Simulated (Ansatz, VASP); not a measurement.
# GaN: VASP beside Ansatz

INCAR

```
PREC = Accurate
ENCUT = 520
EDIFF = 1E-7
ISMEAR = 0
SIGMA = 0.1
LREAL = F
LASPH = T
NELM = 80
ALGO = Normal
ISIF = 2
LWAVE = F
LCHARG = T
GGA = PE
LELF = T
LVHAR = T
NBANDS = 46
```

Contents of KPOINTS:

```
Automatic mesh
0
Gamma
  6 6 2
```

File POSCAR:

```
GaN
1.0
    3.2184275448      0.0000000000      0.0000000000
   -1.6092137724      2.7872400141      0.0000000000
    0.0000000000      0.0000000000     10.4861642602
Ga N
4 4
Direct
    0.3333333333      0.6666666667      0.4995622531
    0.3333333333      0.6666666667      0.9995622531
    0.6666666667      0.3333333333      0.2495622531
    0.6666666667      0.3333333333      0.7495622531
    0.3333333333      0.6666666667      0.1879377469
    0.3333333333      0.6666666667      0.6879377469
    0.6666666667      0.3333333333      0.4379377469
    0.6666666667      0.3333333333      0.9379377469
```

Input for Ansatz:

```yaml
crystal:
  lattice:
    - [3.2184275448, 0.0, 0.0]
    - [-1.6092137724, 2.7872400141, 0.0]
    - [0.0, 0.0, 10.4861642602]
  atoms:
    - { symbol: Ga, position: [0.3333333333, 0.6666666667, 0.4995622531] }
    - { symbol: Ga, position: [0.3333333333, 0.6666666667, 0.9995622531] }
    - { symbol: Ga, position: [0.6666666667, 0.3333333333, 0.2495622531] }
    - { symbol: Ga, position: [0.6666666667, 0.3333333333, 0.7495622531] }
    - { symbol: "N", position: [0.3333333333, 0.6666666667, 0.1879377469] }
    - { symbol: "N", position: [0.3333333333, 0.6666666667, 0.6879377469] }
    - { symbol: "N", position: [0.6666666667, 0.3333333333, 0.4379377469] }
    - { symbol: "N", position: [0.6666666667, 0.3333333333, 0.9379377469] }
basis:
  ecutwfc: 420
kpoints:
  mp_grid: { grid: [6, 6, 2] }
hamiltonian:
  xc: pbe
scf:
  occupations: { method: gaussian, width: 0.1 }
  lower_state_search: "off"
output:
  forces: true
  stress: true
  eigenvalues: true
```

Alike in both runs: task single point; functional PBE; k mesh 6 × 6 × 2; occupations gaussian, width 0.1 eV; no spin polarisation.

|  | VASP | Ansatz |
| --- | --- | --- |
| version | VASP 6.6.1 | Ansatz 0.2.0 |
| potentials or method | VASP PAW PBE potentials, release 64 (Ga_d, N), cutoff 520 eV | scalar-relativistic, plane waves, PAW |
| valence electrons in the cell | 72 | 72 |

|  | VASP | Ansatz | Ansatz less VASP |
| --- | --- | --- | --- |
| gap on the k mesh at the Fermi level (eV) | 1.71 | 1.71 | -0.005 |
| least direct gap on the mesh (eV) | 1.71 | 1.71 | -0.005 |
| pressure (GPa) | 0.1 | 0.0 | -0.11 |
